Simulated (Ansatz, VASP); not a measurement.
Be2CdS2 in VASP and in Ansatz

The input INCAR:

```
SYSTEM = Be2CdS2
ALGO     = Normal         ! electronic algorithm
EDIFF    = 1E-6           ! SCF threshold, eV
EDIFFG   = -0.04          ! ionic threshold
ENCUT    = 600            ! plane-wave cutoff, eV
GGA      = PE             ! functional
IBRION   = 2              ! ionic algorithm
ISIF     = 3              ! what is computed and relaxed
ISMEAR   = 0              ! smearing method
LASPH    = .TRUE.         ! aspherical terms in the spheres
LCHARG   = .FALSE.        ! write CHGCAR
LREAL    = .FALSE.        ! projectors in reciprocal space
LWAVE    = .FALSE.        ! write WAVECAR
NELM     = 100            ! most SCF steps
NSW      = 90             ! ionic steps
PREC     = Accurate       ! precision mode
SIGMA    = 0.1            ! smearing width, eV
```

KPOINTS

```
k-points
0
G
  6 6 4
  0 0 0
```

File POSCAR:

```
Be2CdS2
1.0
    3.8070380900     -1.6795038800      0.0000000000
    3.8070380900      1.6795038800      0.0000000000
   -1.4173934400      0.0000000000      6.0350771000
Be Cd S
2 1 2
Direct
    0.1720079900      0.1720079900      0.6466159800
    0.8279920100      0.8279920100      0.3533840200
    0.5000000000      0.5000000000      0.0000000000
    0.1054550000      0.1054550000      0.2568300100
    0.8945450000      0.8945450000      0.7431699900
```

Input for Ansatz:

```yaml
crystal:
  lattice:
    - [3.80703809, -1.67950388, 0.0]
    - [3.80703809, 1.67950388, 0.0]
    - [-1.41739344, 0.0, 6.0350771]
  atoms:
    - { symbol: Be, position: [0.17200799, 0.17200799, 0.64661598] }
    - { symbol: Be, position: [0.82799201, 0.82799201, 0.35338402] }
    - { symbol: Cd, position: [0.5, 0.5, 0.0] }
    - { symbol: S, position: [0.105455, 0.105455, 0.25683001] }
    - { symbol: S, position: [0.894545, 0.894545, 0.74316999] }
basis:
  ecutwfc: 420
kpoints:
  mp_grid: { grid: [6, 6, 4] }
hamiltonian:
  xc: pbe
scf:
  occupations: { method: gaussian, width: 0.1 }
  lower_state_search: "off"
output:
  forces: true
  stress: true
  eigenvalues: true
relax:
  adjacent_minimum: "off"
  f_tol: 0.04
  max_steps: 70
  cell: { stress_tol: 0.4 }
```

Change from the starting cell: species swapped into the Li2CuO2 type (C2/m, No. 12).

Alike in both runs: task relaxation of cell and atoms; functional PBE; k mesh 6 × 6 × 4; occupations gaussian, width 0.1 eV; no spin polarisation.

|  | VASP | Ansatz |
| --- | --- | --- |
| version | VASP 6.6.1 | Ansatz 0.2.0 |
| potentials or method | VASP PAW PBE potentials, release 64 (Be, Cd, S), cutoff 600 eV | scalar-relativistic, plane waves, PAW |
| valence electrons in the cell | 28 | 36 |

|  | VASP | Ansatz | Ansatz less VASP |
| --- | --- | --- | --- |
| gap on the k mesh at the Fermi level, each at its own relaxed structure (eV) | none | none | - |
| relaxed volume (Å³/atom) | 19.39 | 20.98 | +1.586 |
| relaxed cell length with the largest relative difference (Å) | 9.521 | 10.352 | +0.8310 |

A gap of «none» marks a metal or a gap that the smearing closes. One of these differences is far larger than is usual between the two programs; its cause wasn't traced. VASP's potentials hold 28 valence electrons a cell and Ansatz's 36, so a difference there can come from the potentials and not from the codes.

Noted on VASP's run: the volume moved by over 15 % at a fixed basis, so the end points are rough.
